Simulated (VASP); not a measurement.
Wanted: the native input for a VASP 6.6.1 run.

| Property | Result |
| --- | --- |
| Task | single point |
| Functional | PBEsol |
| Potentials or basis | VASP PAW PBE potentials, release 64 (Ba_sv) |
| Cutoff | 520 eV |
| k mesh | 11 × 11 × 11 |
| Occupations | fermi-dirac, width 0.08 eV |
| Spin | no spin polarisation |
| Dipole correction | no |
| Further INCAR settings | ALGO = Normal; EDIFF = 1e-06; NBANDS = 11 |

The structure of Ba lies in POSCAR:

```
Ba
1.0
   -2.0568874035      2.0568874035      2.0568874035
    2.0568874035     -2.0568874035      2.0568874035
    2.0568874035      2.0568874035     -2.0568874035
Ba
1
Direct
    0.0000000000      0.0000000000      0.0000000000
```

This cell differs from its parent crystal: volume scaled by 0.6.

The input as run:

INCAR

```
SYSTEM = Ba
ALGO = Normal
EDIFF = 1E-6
ENCUT = 520
GGA = PS
ISIF = 2
ISMEAR = -1
LASPH = .TRUE.
LCHARG = .TRUE.
LELF = .TRUE.
LREAL = .FALSE.
LVHAR = .TRUE.
LWAVE = .FALSE.
NBANDS = 11
NELM = 100
PREC = Accurate
SIGMA = 0.08
```

KPOINTS

```
k-points
0
G
  11 11 11
  0 0 0
```

Potentials or basis: VASP PAW PBE potentials, release 64 (Ba_sv).

Launch:

```console
$ cat potpaw_PBE.64/Ba_sv/POTCAR > POTCAR
$ mpirun -np 1 vasp_std > vasp.out
```

Results of the run:

```yaml
Pressure: 10.0 GPa
Band_gap_on_the_k_mesh: zero (band 5 reaches 5.02 eV, above the bottom of band 6 at 2.39 eV)
```

Caveat: the PAW data sets were made with another functional, which shifts forces and pressure a little; spin-orbit coupling is left out, which moves the levels of the heavy elements.

Run time: 8.1 s on 1 thread of Intel(R) Xeon(R) 6975P-C (Granite Rapids) (shared host), peak memory 0.16 GiB.
